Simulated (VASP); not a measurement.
Crystal: Te5Pd.

```
CELL_PARAMETERS angstrom
5.83489 0.00000 0.00000
0.00000 5.83489 0.00000
0.00000 0.00000 5.83489
ATOMIC_POSITIONS crystal
Te 0.76082 0.76082 0.76082
Te 0.23918 0.23918 0.76082
Te 0.23918 0.76082 0.23918
Te 0.76082 0.23918 0.23918
Te 0.50000 0.50000 0.50000
Pd 0.00000 0.00000 0.00000
```

The cell was generated, and may not be a known phase.

```yaml
Program: VASP 6.6.1
Task: relaxation of cell and atoms
Functional: PBE
Potentials_or_basis: VASP PAW PBE potentials, release 64 (Te, Pd)
Cutoff: 600 eV
k_mesh: 4 × 4 × 4
Occupations: gaussian, width 0.1 eV
Spin: no spin polarisation
```

At the start: pressure 11.0 GPa; volume 33.11 Å³/atom.

Q: Where does the relaxation end?

A: Over 6 steps the energy falls by 215.8 meV/atom and the volume is 40.85 Å³/atom (+23.4 %); space group P-43m (No. 215, to 0.1 Å) before and after.

Step by step:
| step | energy change (eV) | largest force (eV/Å) | pressure (GPa) | volume (Å³) |
| --- | --- | --- | --- | --- |
| 1 | 0.0000 | 0.0282 | 11.02 | 198.65 |
| 2 | -0.9961 | 0.5147 | -2.75 | 271.57 |
| 3 | -1.2631 | 0.4388 | 0.04 | 243.05 |
| 4 | -1.2631 | 0.4418 | -0.04 | 244.00 |
| 5 | -1.2885 | 0.2023 | -0.06 | 244.59 |
| 6 | -1.2950 | 0.0019 | -0.02 | 245.08 |

Final structure:
```
Te Pd
1.0
     6.25799    0.00000    0.00000
     0.00000    6.25799    0.00000
     0.00000    0.00000    6.25799
Te Pd
5 1
Cartesian
  4.7827 4.7827 4.7827
  1.4753 1.4753 4.7827
  1.4753 4.7827 1.4753
  4.7827 1.4753 1.4753
  3.1290 3.1290 3.1290
  0.0000 0.0000 0.0000
```

Caveat: the volume moved by over 15 % at a fixed basis, so the end points are rough.
